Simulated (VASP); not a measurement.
Set up this calculation in VASP 6.6.1, as the native input.

* Task: single point
* Functional: r2SCAN
* Potentials or basis: VASP PAW PBE potentials, release 64 (Ta_pv, Cu)
* Cutoff: 520 eV
* k mesh: 9 × 9 × 9
* Occupations: fermi-dirac, width 0.05 eV
* Spin: no spin polarisation
* Dipole correction: no
* Further INCAR settings: ALGO = Normal; EDIFF = 1e-06; NBANDS = 30

The system is Ta3Cu.

```
CELL_PARAMETERS angstrom
-1.91962 1.91962 4.00194
1.91962 -1.91962 4.00194
1.91962 1.91962 -4.00194
ATOMIC_POSITIONS crystal
Ta 0.50000 0.50000 0.00000
Ta 0.25000 0.75000 0.50000
Ta 0.75000 0.25000 0.50000
Cu 0.00000 0.00000 0.00000
```

One way to write it, as run:

POSCAR

```
Ta3Cu
1.0
   -1.9196219323      1.9196219323      4.0019394900
    1.9196219323     -1.9196219323      4.0019394900
    1.9196219323      1.9196219323     -4.0019394900
Ta Cu
3 1
Direct
    0.5000000000      0.5000000000      0.0000000000
    0.2500000000      0.7500000000      0.5000000000
    0.7500000000      0.2500000000      0.5000000000
    0.0000000000      0.0000000000      0.0000000000
```

INCAR.step1

```
  PREC = Accurate
  ENCUT = 520
  ISMEAR = -1
  SIGMA = 0.05
  LREAL = F
  LASPH = T
  NELM = 100
  NBANDS = 30
  GGA = PE
  ALGO = Normal
  EDIFF = 1E-4
  LWAVE = T
  LCHARG = F
```

INCAR.step2

```
  PREC = Accurate
  ENCUT = 520
  EDIFF = 1E-6
  ISMEAR = -1
  SIGMA = 0.05
  LREAL = F
  LASPH = T
  NELM = 100
  ALGO = Normal
  ISIF = 2
  LWAVE = F
  LCHARG = F
  METAGGA = R2SCAN
  LMIXTAU = T
  NBANDS = 30
  ISTART = 1
```

KPOINTS

```
regular mesh
0
Gamma
  9 9 9
```

Potentials or basis: VASP PAW PBE potentials, release 64 (Ta_pv, Cu).

The run is started by

```sh
$ cat potpaw_PBE.64/Ta_pv/POTCAR potpaw_PBE.64/Cu/POTCAR > POTCAR
$ cp INCAR.step1 INCAR
$ mpirun -np 1 vasp_std > vasp.out
$ cp INCAR.step2 INCAR
$ mpirun -np 1 vasp_std > vasp.out
```

It gave:

```
Pressure               : 31.1 GPa
Band gap on the k mesh : zero (bands 22 and 23 overlap by 1.76 eV)
```

Caveat: the cell stands under pressure; the PAW data sets were made with another functional, which shifts forces and pressure a little; spin-orbit coupling is left out, which moves the levels of the heavy elements.

Run time: 5.2 min on 1 thread of Intel(R) Xeon(R) 6975P-C (Granite Rapids), on a shared host, peak memory 0.29 GiB.
